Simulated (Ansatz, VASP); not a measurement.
One calculation of TiAl, two programs

```
CELL_PARAMETERS angstrom
3.15417 0.00000 0.00000
0.00000 3.15417 0.00000
0.00000 0.00000 3.15417
ATOMIC_POSITIONS crystal
Ti 0.00000 0.00000 0.00000
Al 0.50000 0.50000 0.50000
```

Alike in both runs: task single point; functional PBEsol; k mesh 14 × 14 × 14; occupations gaussian, width 0.1 eV; no spin polarisation.

|  | VASP | Ansatz |
| --- | --- | --- |
| version | VASP 6.6.1 | Ansatz 0.2.0 |
| potentials or method | VASP PAW PBE potentials, release 64 (Ti_sv, Al), cutoff 520 eV | scalar-relativistic, plane waves, PAW |
| valence electrons in the cell | 15 | 15 |

```tsv
	VASP	Ansatz	Ansatz less VASP
gap on the k mesh at the Fermi level (eV)	none	none	-
pressure (GPa)	0.2	0.2	0.00
```

VASP's potentials were made for PBE, not for PBEsol. A gap of «none» marks a metal or a gap that the smearing closes.
